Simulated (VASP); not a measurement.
# P (P6_3/mmc) in VASP: relaxation of cell and atoms with r2SCAN

Aim: the relaxation of cell and atoms of P with r2SCAN.

Everything below comes from runs of VASP 6.6.1. Logs are shortened: lines on timing, memory, paths and dates and some standing lists are left out, and cuts for length are marked.

## (1) The cell of the first run

It takes space group P6_3/mmc (No. 194, hexagonal). The conventional cell has a = 4.279 Å, b = 4.279 Å, c = 7.061 Å, α = 90.00°, β = 90.00°, γ = 120.00°. P (site symmetry 3m) has 4 P at 2.62 to 2.65 Å within 3.5 Å.

This isn't the form of P at room conditions, which is orthorhombic.

## (2) Relaxation of cell and atoms, r2SCAN

POSCAR

```
P
1.0
    4.2791653088      0.0000000000      0.0000000000
   -2.1395826544      3.7058658645      0.0000000000
    0.0000000000      0.0000000000      7.0606227596
P
4
Direct
    0.3333333333      0.6666666667      0.4375000000
    0.6666666667      0.3333333333      0.9375000000
    0.6666666667      0.3333333333      0.5625000000
    0.3333333333      0.6666666667      0.0625000000
```

INCAR.step1

```
PREC = Accurate ; ENCUT = 600
ISMEAR = 0 ; SIGMA = 0.1
LREAL = False ; LASPH = True
NELM = 100 ; GGA = PE
ALGO = Normal ; EDIFF = 1E-4
LWAVE = True ; LCHARG = False
```

INCAR.step2

```
PREC = Accurate ; ENCUT = 600
EDIFF = 1E-6 ; ISMEAR = 0
SIGMA = 0.1 ; LREAL = False
LASPH = True ; NELM = 100
ALGO = Normal ; ISIF = 3
LWAVE = False ; LCHARG = False
METAGGA = R2SCAN ; LMIXTAU = True
IBRION = 2 ; NSW = 90
EDIFFG = -0.04 ; ISTART = 1
```

KPOINTS

```
Automatic mesh
0
Gamma
  6 6 4
```

Potentials or basis: VASP PAW PBE potentials, release 64 (P).

Started as:

```
$ cat potpaw_PBE.64/P/POTCAR > POTCAR
$ cp INCAR.step1 INCAR
$ mpirun -np 1 vasp_std > vasp.out
$ cp INCAR.step2 INCAR
$ mpirun -np 1 vasp_std > vasp.out
```

OUTCAR:

```text
PREC = Accurate
   ENCUT = 600
   EDIFF = 1E-6
   ISMEAR = 0
   LREAL = False
   LASPH = True
   NELM = 100
   ISIF = 3
   METAGGA = R2SCAN
   IBRION = 2
   NSW = 90
   EDIFFG = -0.04
   ISTART = 1

 ion  position               nearest neighbor table
   1  0.333  0.667  0.438-   3 2.62   3 2.62   3 2.62   4 2.65
   2  0.667  0.333  0.938-   4 2.62   4 2.62   4 2.62   3 2.65
   3  0.667  0.333  0.562-   1 2.62   1 2.62   1 2.62   2 2.65
   4  0.333  0.667  0.062-   2 2.62   2 2.62   2 2.62   1 2.65

  LATTYP: Found a hexagonal cell.
 ALAT       =     4.2791653088
 C/A-ratio  =     1.6500000000

  Lattice vectors:

 A1 = (   4.2791653088,   0.0000000000,   0.0000000000)
 A2 = (  -2.1395826544,   3.7058658645,   0.0000000000)
 A3 = (   0.0000000000,   0.0000000000,   7.0606227596)

Analysis of symmetry for initial positions (statically):
=====================================================================
 Subroutine PRICEL returns:
 Original cell was already a primitive cell.

 Routine SETGRP: Setting up the symmetry group for a
 hexagonal supercell.

 Subroutine GETGRP returns: Found 24 space group operations
 (whereof 12 operations were pure point group operations)
 out of a pool of 24 trial point group operations.

The static configuration has the point symmetry D_3d.
 The point group associated with its full space group is D_6h.

Analysis of symmetry for dynamics (positions and initial velocities):
=====================================================================
 Subroutine PRICEL returns:
 Original cell was already a primitive cell.

 Routine SETGRP: Setting up the symmetry group for a
 hexagonal supercell.

 Subroutine GETGRP returns: Found 24 space group operations
 (whereof 12 operations were pure point group operations)
 out of a pool of 24 trial point group operations.

The dynamic configuration has the point symmetry D_3d.
 The point group associated with its full space group is D_6h.

 Subroutine INISYM returns: Found 24 space group operations
 (whereof 12 operations are pure point group operations),
 and found     1 'primitive' translations

----------------------------------------------------------------------------------------

                                     Primitive cell

  volume of cell :     111.9674

  direct lattice vectors                    reciprocal lattice vectors
     4.279165309  0.000000000  0.000000000     0.233690434  0.134921235  0.000000000
    -2.139582654  3.705865865  0.000000000     0.000000000  0.269842470  0.000000000
[... 87 lines left out ...]
   EDIFFG = -.4E-01   stopping-criterion for IOM
   NSW    =     90    number of steps for IOM
   IBRION =      2    ionic relax: 0-MD 1-quasi-New 2-CG
   NFREE  =      1    steps in history (QN), initial steepest desc. (CG)
   ISIF   =      3    stress and relaxation
   ISYM   =      2    0-nonsym 1-usesym 2-fastsym
   POTIM  = 0.5000    time-step for ionic-motion
   TEBEG  =    0.0;   TEEND  =   0.0 temperature during run
   PSTRESS=    0.0 pullay stress
   NELECT =      20.0000    total number of electrons
   NUPDOWN=      -1.0000    fix difference up-down
   EMIN   =  10.00;   EMAX   =-10.00  energy-range for DOS
   EFERMI =   0.00;   METHOD = LEGACY
   ISMEAR =     0;   SIGMA  =   0.10  broadening in eV -4-tet -1-fermi 0-gaus
   EFERMI_NEDOS =   21; number of points for ismear=-14 and -15
   IALGO  =     38    algorithm
   IMIX   =      4    mixing-type and parameters
     AMIX     =   0.40;   BMIX     =  1.00
     AMIX_MAG =   1.60;   BMIX_MAG =  1.00
  volume/ion in A,a.u.               =      27.99       188.90
  Fermi-wavevector in a.u.,A,eV,Ry     =   0.921979  1.742287 11.565562  0.850045
  Thomas-Fermi vector in A             =   2.047455
   LORBIT       =      0    0 simple, 1 ext, 2 COOP (PROOUT), +10 PAW based schemes
   METAGGA = R2SCAN    functional components
   LHFCALC =     F    Hartree Fock is set to
   AEXX    =    0.0000 exact exchange contribution
   IVDW    =     0    specifies the selected vdW correction
   LEPSILON=     F    determine dielectric tensor
   LRPA    =     F    only Hartree local field effects (RPA)
 conjugate gradient relaxation of ions
 non-spin polarized calculation
 Gauss-broadening in eV      SIGMA  =   0.10
  energy-cutoff  :      600.00
  volume of cell :      111.97
 maximum number of plane-waves:      3779
 NGX is ok and might be reduce to    36
   NGX = 17   NGY = 17   NGZ = 29

--------------------------------------- Ionic step        1  -------------------------------------------

 number of electron      19.9999999 magnetization

 Free energy of the ion-electron system (eV)
  ---------------------------------------------------
  ext. energy  EPLUGINS =         0.00000000
  ---------------------------------------------------
  free energy    TOTEN  =       -32.39364127 eV

  energy without entropy =      -32.38942145  energy(sigma->0) =      -32.39153136

------------------------ aborting loop because EDIFF is reached ----------------------------------------

  FORCE on cell =-STRESS in cart. coord.  units (eV):
  Direction    XX          YY          ZZ          XY          YZ          ZX
  --------------------------------------------------------------------------------------
  -------------------------------------------------------------------------------------
  Total       -6.0549524     -6.0549524     -7.8600166      0.0000000      0.0000000      0.0000000
  in kB      -86.6422146    -86.6422146   -112.4714461      0.0000000      0.0000000      0.0000000
  external PRESSURE =     -95.2519584 kB  Pullay stress =       0.0000000 kB
[... 814 lines left out ...]
      1      -7.7429      2.00000
      2      -7.7429      2.00000
      3      -5.1505      2.00000
      4      -5.1505      2.00000
      5      -0.3985      2.00000
      6      -0.3985      2.00000
      7       2.2501      2.00000
      8       2.2501      2.00000
      9       5.4342      1.95919
     10       5.4342      1.95919
     11       7.3335      0.00000
     12       7.3335      0.00000
     13       7.7744      0.00000
     14       7.7744      0.00000

[... ionic steps 4 to 37 ...]

--------------------------------------- Ionic step       38  -------------------------------------------

 number of electron      20.0000001 magnetization

------------------------ aborting loop because EDIFF is reached ----------------------------------------
[... 71 lines left out ...]
--------------------------------------- Ionic step       40  -------------------------------------------

 number of electron      20.0000001 magnetization

 Free energy of the ion-electron system (eV)
  ---------------------------------------------------
  ext. energy  EPLUGINS =         0.00000000
  ---------------------------------------------------
  free energy    TOTEN  =       -34.63960698 eV

  energy without entropy =      -34.62944154  energy(sigma->0) =      -34.63452426

 E-fermi :   8.6215     XC(G=0): -10.9881

 val. band max:        8.5606297647   @ k =   0.1667   0.0000   0.5000
 cond. band min:       8.6575963960   @ k =   0.3333   0.1667   0.0000
 fundamental gap:      0.0969666313
 Fermi energy:         8.6214764392
[... 386 lines left out ...]
  FREE ENERGIE OF THE ION-ELECTRON SYSTEM (eV)
  ---------------------------------------------------
  free  energy   TOTEN  =       -34.6396069786 eV

  energy  without entropy=      -34.6294415446  energy(sigma->0) =      -34.63452426

 reached required accuracy - stopping structural energy minimisation
```

OUTCAR.step1:

```text
PREC = Accurate
   ENCUT = 600
   ISMEAR = 0
   LREAL = False
   LASPH = True
[... 582 lines left out ...]
     -0.00000      2.47058      3.08902         0.000000     -0.000000     -0.159359
      2.13958      1.23529      6.61933         0.000000      0.000000     -0.159359
      2.13958      1.23529      3.97160        -0.000000      0.000000      0.159359
     -0.00000      2.47058      0.44129         0.000000     -0.000000      0.159359
 -----------------------------------------------------------------------------------
    total drift:                                0.000000     -0.000000      0.000000

  FREE ENERGIE OF THE ION-ELECTRON SYSTEM (eV)
  ---------------------------------------------------
  free  energy   TOTEN  =       -18.6097421756 eV

  energy  without entropy=      -18.6050802845  energy(sigma->0) =      -18.60741123
```

OSZICAR.step1:

```text
N       E                     dE             d eps       ncg     rms          rms(c)
DAV:   1     0.796213416802E+02    0.79621E+02   -0.85698E+03   588   0.130E+03
DAV:   2    -0.120057055974E+02   -0.91627E+02   -0.89591E+02   810   0.181E+02
DAV:   3    -0.185118254945E+02   -0.65061E+01   -0.64734E+01   762   0.506E+01
DAV:   4    -0.186558380329E+02   -0.14401E+00   -0.14266E+00   784   0.822E+00
DAV:   5    -0.186596072722E+02   -0.37692E-02   -0.37429E-02   830   0.127E+00    0.601E+00
DAV:   6    -0.186288756448E+02    0.30732E-01   -0.11737E-02   696   0.713E-01    0.356E+00
DAV:   7    -0.186088866597E+02    0.19989E-01   -0.26318E-02   708   0.103E+00    0.119E-01
DAV:   8    -0.186096173316E+02   -0.73067E-03   -0.10851E-03   796   0.224E-01    0.420E-02
DAV:   9    -0.186097283268E+02   -0.11100E-03   -0.11787E-04   510   0.723E-02    0.133E-02
DAV:  10    -0.186097421756E+02   -0.13849E-04   -0.22131E-05   396   0.327E-02
   1 F= -.18609742E+02 E0= -.18607411E+02  d E =-.466189E-02
```

Run time: 42 min. Hardware: 1 thread of Intel Xeon 6975P-C (Granite Rapids), shared host; peak memory 0.28 GiB.

Results:

- Free energy: -34.6396 eV
- Relaxed volume: 16.58 Å³/atom
- Relaxed cell: a = 4.033 Å, b = 4.033 Å, c = 4.708 Å, α = 90.00°, β = 90.00°, γ = 120.00°
- Space group after relaxing (to 0.1 Å): P6/mmm (No. 191)
- Pressure after relaxing: 0.0 GPa
- Largest force after relaxing: 0.013 eV/Å

Forces in eV/Å, atoms in the order of the input:
```
P    0.000  0.000  0.013
P    0.000  0.000  0.013
P    0.000  0.000 -0.013
P    0.000  0.000 -0.013
```

Stress tensor (GPa, compression positive):
```
 0.06  0.00  0.00
 0.00  0.06  0.00
 0.00  0.00 -0.17
```

Final structure:
```xyz
4
Lattice="4.0325 0.0000 0.0000 -2.0163 3.4923 0.0000 0.0000 0.0000 4.7080" Properties=species:S:1:pos:R:3 pbc="T T T"
P     0.0000    2.3282    2.3496
P     2.0163    1.1641    4.7036
P     2.0163    1.1641    2.3583
P     0.0000    2.3282    0.0044
```

Levels at points of the mesh, in eV from the Fermi level:
```
           k point  band 8  band 9  band 10  band 11  band 12  band 13
(0.00, 0.00, 0.00)   -3.29   -3.29    -1.79    -1.66    -1.66     2.42
(0.50, 0.00, 0.00)   -4.98   -4.24     0.40     2.23     2.67     3.58
(0.00, 0.00, 0.50)   -5.59   -3.08    -3.08    -0.21    -0.21    -0.21
(0.50, 0.00, 0.50)   -3.68   -1.75    -1.75     0.68     0.68     4.69
```

Caveat: the volume moved by over 15 % at a fixed basis, so the end points are rough; the highest band is partly filled, so the run has too few bands; the PAW data sets were made with another functional, which shifts forces and pressure a little.
